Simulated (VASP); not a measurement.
# GaP (rocksalt type) (Fm-3m) in VASP: further runs

Runs on GaP (rocksalt type). Level: PBE. Tasks: single point.

All numbers are computed with VASP 6.6.1; they aren't measurements. Logs are shortened: lines on timing, memory, paths and dates and some standing lists are left out, and cuts for length are marked.

## (1) The cell of the first run

The structure is cubic, space group Fm-3m (No. 225). Conventional cell: a = 5.246 Å, b = 5.246 Å, c = 5.246 Å, α = 90.00°, β = 90.00°, γ = 90.00°. Ga (site symmetry m-3m) has 6 P at 2.62 Å within 3.5 Å. Within 3.5 Å of P (site symmetry m-3m) lie 6 Ga at 2.62 Å.

## (2) Single point, PBE (volume scaled by 1.05)

INCAR reads:

```
SYSTEM = GaP
PREC = Accurate ; ENCUT = 520
EDIFF = 1E-6 ; ISMEAR = -1
SIGMA = 0.05 ; LREAL = .FALSE.
LASPH = .TRUE. ; NELM = 100
ALGO = Normal ; ISIF = 2
LWAVE = .FALSE. ; LCHARG = .TRUE.
GGA = PE ; LELF = .TRUE.
LVHAR = .TRUE. ; NBANDS = 16
```

KPOINTS reads:

```
regular mesh
0
G
  12 12 12
  0 0 0
```

POSCAR reads:

```
GaP
1.0
    0.0000000000      2.6227779097      2.6227779097
    2.6227779097      0.0000000000      2.6227779097
    2.6227779097      2.6227779097      0.0000000000
Ga P
1 1
Direct
    0.0000000000      0.0000000000      0.0000000000
    0.5000000000      0.5000000000      0.5000000000
```

Potentials or basis: VASP PAW PBE potentials, release 64 (Ga_d, P).

Command:

```bash
$ cat potpaw_PBE.64/Ga_d/POTCAR potpaw_PBE.64/P/POTCAR > POTCAR
$ mpirun -np 1 vasp_std > vasp.out
```

OUTCAR:

```text
SYSTEM = GaP
   PREC = Accurate
   ENCUT = 520
   EDIFF = 1E-6
   ISMEAR = -1
   LREAL = .FALSE.
   LASPH = .TRUE.
   NELM = 100
   ISIF = 2
   GGA = PE

 ion  position               nearest neighbor table
   1  0.000  0.000  0.000-   2 2.62   2 2.62   2 2.62   2 2.62   2 2.62   2 2.62
   2  0.500  0.500  0.500-   1 2.62   1 2.62   1 2.62   1 2.62   1 2.62   1 2.62

  LATTYP: Found a face centered cubic cell.
 ALAT       =     5.2455558194

  Lattice vectors:

 A1 = (   0.0000000000,   2.6227779097,   2.6227779097)
 A2 = (   2.6227779097,   0.0000000000,   2.6227779097)
 A3 = (   2.6227779097,   2.6227779097,   0.0000000000)

Analysis of symmetry for initial positions (statically):
=====================================================================
 Subroutine PRICEL returns:
 Original cell was already a primitive cell.

 Routine SETGRP: Setting up the symmetry group for a
 face centered cubic supercell.

 Subroutine GETGRP returns: Found 48 space group operations
 (whereof 48 operations were pure point group operations)
 out of a pool of 48 trial point group operations.

The static configuration has the point symmetry O_h .

Analysis of symmetry for dynamics (positions and initial velocities):
=====================================================================
 Subroutine PRICEL returns:
 Original cell was already a primitive cell.

 Routine SETGRP: Setting up the symmetry group for a
 face centered cubic supercell.

 Subroutine GETGRP returns: Found 48 space group operations
 (whereof 48 operations were pure point group operations)
 out of a pool of 48 trial point group operations.

The dynamic configuration has the point symmetry O_h .

 Subroutine INISYM returns: Found 48 space group operations
 (whereof 48 operations are pure point group operations),
 and found     1 'primitive' translations

----------------------------------------------------------------------------------------

                                     Primitive cell

  volume of cell :      36.0840

  direct lattice vectors                    reciprocal lattice vectors
     0.000000000  2.622777910  2.622777910    -0.190637567  0.190637567  0.190637567
     2.622777910  0.000000000  2.622777910     0.190637567 -0.190637567  0.190637567
     2.622777910  2.622777910  0.000000000     0.190637567  0.190637567 -0.190637567

  length of vectors
     3.709168091  3.709168091  3.709168091     0.330193952  0.330193952  0.330193952

  position of ions in fractional coordinates (direct lattice)
     0.000000000  0.000000000  0.000000000
     0.500000000  0.500000000  0.500000000

  ion indices of the primitive-cell ions
   primitive index   ion index
                 1           1
                 2           2

----------------------------------------------------------------------------------------

 KPOINTS: regular mesh

Automatic generation of k-mesh.
 Grid dimensions read from file:
 generate k-points for:   12   12   12

 Generating k-lattice:

  Cartesian coordinates                     Fractional coordinates (reciprocal lattice)
    -0.015886464  0.015886464  0.015886464     0.083333333  0.000000000  0.000000000
     0.015886464 -0.015886464  0.015886464     0.000000000  0.083333333  0.000000000
     0.015886464  0.015886464 -0.015886464     0.000000000  0.000000000  0.083333333

  Length of vectors
     0.027516163  0.027516163  0.027516163

  Shift w.r.t. Gamma in fractional coordinates (k-lattice)
     0.000000000  0.000000000  0.000000000

 Subroutine IBZKPT returns following result:
 ===========================================

 Found     72 irreducible k-points:

 Following reciprocal coordinates:
            Coordinates               Weight
  0.000000  0.000000  0.000000      1.000000
  0.083333  0.000000  0.000000      8.000000
  0.166667  0.000000  0.000000      8.000000
  0.250000  0.000000  0.000000      8.000000
  0.333333  0.000000  0.000000      8.000000
  0.416667  0.000000  0.000000      8.000000
[... 16 lines left out ...]
  0.500000  0.166667  0.000000     24.000000
 -0.416667  0.166667  0.000000     24.000000
 [... further k-points ...]
   k-points           NKPTS =     72   k-points in BZ     NKDIM =     72   number of bands    NBANDS=     16
   number of dos      NEDOS =    301   number of ions     NIONS =      2
   total plane-waves  NPLWV =  21952
   dimension x,y,z NGX =    28 NGY =   28 NGZ =   28
   dimension x,y,z NGXF=    56 NGYF=   56 NGZF=   56
   ions per type =               1   1
   NGX,Y,Z   is equivalent  to a cutoff of  12.55, 12.55, 12.55 a.u.
   NGXF,Y,Z  is equivalent  to a cutoff of  25.10, 25.10, 25.10 a.u.
 SYSTEM =  GaP
   PREC   = accura    normal or accurate (medium, high low for compatibility)
   ISTART =      0    job   : 0-new  1-cont  2-samecut
   ICHARG =      2    charge: 1-file 2-atom 10-const
   ISPIN  =      1    spin polarized calculation?
   LNONCOLLINEAR =      F non collinear calculations
   LSORBIT =      F    spin-orbit coupling
   LASPH  =      T    aspherical Exc in radial PAW
   ENCUT  =  520.0 eV  38.22 Ry    6.18 a.u.   6.90  6.90  6.90*2*pi/ulx,y,z
   NELM   =    100;   NELMIN=  2; NELMDL= -5     # of ELM steps
   EDIFF  = 0.1E-05   stopping-criterion for ELM
   LREAL  =      F    real-space projection
   EDIFFG = 0.1E-04   stopping-criterion for IOM
   NSW    =      0    number of steps for IOM
   IBRION =     -1    ionic relax: 0-MD 1-quasi-New 2-CG
   NFREE  =      0    steps in history (QN), initial steepest desc. (CG)
   ISIF   =      2    stress and relaxation
   ISYM   =      2    0-nonsym 1-usesym 2-fastsym
   POTIM  = 0.5000    time-step for ionic-motion
   TEBEG  =    0.0;   TEEND  =   0.0 temperature during run
   PSTRESS=    0.0 pullay stress
   NELECT =      18.0000    total number of electrons
   NUPDOWN=      -1.0000    fix difference up-down
   EMIN   =  10.00;   EMAX   =-10.00  energy-range for DOS
   EFERMI =   0.00;   METHOD = LEGACY
   ISMEAR =    -1;   SIGMA  =   0.05  broadening in eV -4-tet -1-fermi 0-gaus
   EFERMI_NEDOS =   21; number of points for ismear=-14 and -15
   IALGO  =     38    algorithm
   IMIX   =      4    mixing-type and parameters
     AMIX     =   0.40;   BMIX     =  1.00
     AMIX_MAG =   1.60;   BMIX_MAG =  1.00
  volume/ion in A,a.u.               =      18.04       121.75
  Fermi-wavevector in a.u.,A,eV,Ry     =   1.298357  2.453539 22.935764  1.685731
  Thomas-Fermi vector in A             =   2.429691
   LORBIT       =      0    0 simple, 1 ext, 2 COOP (PROOUT), +10 PAW based schemes
   GGA     = PE    functional components
   LHFCALC =     F    Hartree Fock is set to
   AEXX    =    0.0000 exact exchange contribution
   IVDW    =     0    specifies the selected vdW correction
   LEPSILON=     F    determine dielectric tensor
   LRPA    =     F    only Hartree local field effects (RPA)
 non-spin polarized calculation
  energy-cutoff  :      520.00
  volume of cell :       36.08
 maximum number of plane-waves:       983
   NGX = 13   NGY = 13   NGZ = 13

 number of electron      18.0000008 magnetization

 Free energy of the ion-electron system (eV)
  ---------------------------------------------------
  ext. energy  EPLUGINS =         0.00000000
  ---------------------------------------------------
  free energy    TOTEN  =        -8.29250754 eV

  energy without entropy =       -8.28176851  energy(sigma->0) =       -8.28713803

 E-fermi :   5.8073     XC(G=0): -10.7327

 val. band max:        5.7862419614   @ k =   0.2500   0.1667   0.0833
 cond. band min:       5.8269835565   @ k =   0.1667   0.0000   0.0000
 fundamental gap:      0.0407415951
 Fermi energy:         5.8073488148

 k-point     1 :       0.0000    0.0000    0.0000
  band No.  band energies     occupation
      1      -8.7473      2.00000
      2      -8.7473      2.00000
      3      -8.7262      2.00000
      4      -8.7262      2.00000
      5      -8.7262      2.00000
      6      -6.9326      2.00000
[... 8 lines left out ...]
     15      14.1934      0.00000
     16      14.1934      0.00000

 k-point     2 :       0.0833    0.0000    0.0000
  band No.  band energies     occupation
      1      -8.7488      2.00000
      2      -8.7488      2.00000
      3      -8.7264      2.00000
      4      -8.7241      2.00000
      5      -8.7241      2.00000
      6      -6.8337      2.00000
[... 8 lines left out ...]
     15      13.5070      0.00000
     16      14.1950      0.00000

 k-point     3 :       0.1667    0.0000    0.0000
  band No.  band energies     occupation
      1      -8.7539      2.00000
      2      -8.7539      2.00000
      3      -8.7273      2.00000
      4      -8.7174      2.00000
      5      -8.7174      2.00000
      6      -6.5392      2.00000
[... 8 lines left out ...]
     15      13.9256      0.00000
     16      14.2073      0.00000

 k-point     4 :       0.2500    0.0000    0.0000
  band No.  band energies     occupation
      1      -8.7618      2.00000
      2      -8.7618      2.00000
      3      -8.7292      2.00000
      4      -8.7073      2.00000
      5      -8.7073      2.00000
      6      -6.0597      2.00000
[... 8 lines left out ...]
     15      14.8656      0.00000
     16      14.8656      0.00000
[... 324 lines left out ...]
 k-point    22 :       0.4167    0.1667    0.0000
  band No.  band energies     occupation
      1      -8.8115      2.00000
      2      -8.7561      2.00000
      3      -8.7315      2.00000
      4      -8.6995      2.00000
      5      -8.6865      2.00000
      6      -4.8463      2.00000
[... 8 lines left out ...]
     15      18.3878      0.00000
     16      18.7064      0.00000

 k-point    23 :       0.5000    0.1667    0.0000
  band No.  band energies     occupation
      1      -8.8118      2.00000
      2      -8.7637      2.00000
      3      -8.7283      2.00000
      4      -8.6976      2.00000
      5      -8.6836      2.00000
      6      -4.2251      2.00000
[... 8 lines left out ...]
     15      18.6284      0.00000
     16      19.4027      0.00000

 k-point    24 :      -0.4167    0.1667    0.0000
  band No.  band energies     occupation
      1      -8.8054      2.00000
      2      -8.7690      2.00000
      3      -8.7256      2.00000
      4      -8.6972      2.00000
      5      -8.6863      2.00000
      6      -4.1022      2.00000
[... 8 lines left out ...]
     15      17.3419      0.00000
     16      18.1019      0.00000

 [... further k-points ...]

------------------------ aborting loop because EDIFF is reached ----------------------------------------

  FORCE on cell =-STRESS in cart. coord.  units (eV):
  Direction    XX          YY          ZZ          XY          YZ          ZX
  --------------------------------------------------------------------------------------
  -------------------------------------------------------------------------------------
  Total       -0.8414599     -0.8414599     -0.8414599      0.0000000      0.0000000     -0.0000000
  in kB      -37.3619448    -37.3619448    -37.3619448      0.0000000      0.0000000     -0.0000000
  external PRESSURE =     -37.3619448 kB  Pullay stress =       0.0000000 kB

 VOLUME and BASIS-vectors are now :
 -----------------------------------------------------------------------------
  energy-cutoff  :      520.00
  volume of cell :       36.08
      direct lattice vectors                 reciprocal lattice vectors
     0.000000000  2.622777910  2.622777910    -0.190637567  0.190637567  0.190637567
     2.622777910  0.000000000  2.622777910     0.190637567 -0.190637567  0.190637567
     2.622777910  2.622777910  0.000000000     0.190637567  0.190637567 -0.190637567

 POSITION                                       TOTAL-FORCE (eV/Angst)
 -----------------------------------------------------------------------------------
      0.00000      0.00000      0.00000         0.000000      0.000000      0.000000
      2.62278      2.62278      2.62278        -0.000000     -0.000000     -0.000000
 -----------------------------------------------------------------------------------
    total drift:                               -0.000000      0.000000      0.000000

  FREE ENERGIE OF THE ION-ELECTRON SYSTEM (eV)
  ---------------------------------------------------
  free  energy   TOTEN  =        -8.2925075367 eV

  energy  without entropy=       -8.2817685139  energy(sigma->0) =       -8.28713803
```

Wall time 18 s (1 thread of Intel Xeon 6975P-C (Granite Rapids), shared host); peak memory 0.18 GiB.

Results:

```
Free energy            : -8.2925 eV
Pressure               : -3.7 GPa
Band gap on the k mesh : zero (band 9 reaches 6.35 eV, above the bottom of band 10 at 3.36 eV)
```

Caveat: the cell differs from its parent crystal (volume scaled by 1.05).

## (3) Single point, PBE, non-collinear spin, zero start, spin-orbit coupling

This run uses another cell than the first one, of 17.18 Å³/atom, 0.952 times its volume.

INCAR reads:

```
SYSTEM = GaP
PREC = Accurate
ENCUT = 520
EDIFF = 1E-6
ISMEAR = -1
SIGMA = 0.05
LREAL = .FALSE.
LASPH = .TRUE.
NELM = 150
ALGO = Normal
ISIF = 2
LWAVE = .FALSE.
LCHARG = .FALSE.
LNONCOLLINEAR = .TRUE.
MAGMOM = 0 0 0 0 0 0
LORBIT = 11
LSORBIT = .TRUE.
GGA_COMPAT = .FALSE.
LORBMOM = .TRUE.
GGA = PE
NBANDS = 30
```

KPOINTS reads:

```
Automatic mesh
0
G
  12 12 12
  0 0 0
```

POSCAR reads:

```
GaP
1.0
    0.0000000000      2.5804676415      2.5804676415
    2.5804676415      0.0000000000      2.5804676415
    2.5804676415      2.5804676415      0.0000000000
Ga P
1 1
Direct
    0.0000000000      0.0000000000      0.0000000000
    0.5000000000      0.5000000000      0.5000000000
```

Potentials or basis: VASP PAW PBE potentials, release 64 (Ga_d, P).

Command:

```bash
$ cat potpaw_PBE.64/Ga_d/POTCAR potpaw_PBE.64/P/POTCAR > POTCAR
$ mpirun -np 1 vasp_ncl > vasp.out
```

It took 4.9 min on 1 thread of AMD EPYC 7R13, shared host; peak memory 0.3 GiB.

The run converged. Its results:

```yaml
Free_energy: -8.3187 eV
Pressure: 0.0 GPa
Net_moment: 0.00 μB per cell
Valence_electrons_inside_the_program's_atomic_spheres: Ga 11.55; P 2.46
```

Moments on the atoms (μB; x, y, z):
```
Ga  0.00 0.00 0.00
P   0.00 0.00 0.00
```
